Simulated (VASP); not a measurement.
A run of VASP 6.6.1 is set up as follows.

Contents of INCAR:

```
PREC = Accurate ; ENCUT = 600
EDIFF = 1E-6 ; ISMEAR = 0
SIGMA = 0.02 ; LREAL = False
LASPH = True ; NELM = 120
ALGO = Normal ; ISIF = 2
LWAVE = False ; LCHARG = False
GGA = PE ; NBANDS = 16
GGA_COMPAT = False
```

Contents of KPOINTS:

```
Automatic mesh
0
Gamma
  12 12 12
```

Contents of POSCAR:

```
CuCl
1.0
    1.8585692790      1.0730454735      3.0346667770
   -1.8585692790      1.0730454735      3.0346667770
    0.0000000000     -2.1460909470      3.0346667770
Cu Cl
1 1
Direct
    0.0085319845      0.0085319845      0.0085319845
    0.7584666855      0.7584666855      0.7584666855
```

Potentials or basis: VASP PAW PBE potentials, release 64 (Cu, Cl).

Run with:

```sh
$ cat potpaw_PBE.64/Cu/POTCAR potpaw_PBE.64/Cl/POTCAR > POTCAR
$ mpirun -np 1 vasp_std > vasp.out
```

**Question.** What does it give for the band gap on the k mesh?

**Answer.** 0.72 eV, direct.

**Question.** What does it give for the pressure?

**Answer.** 6.0 GPa.

 A k mesh can miss the band edges.
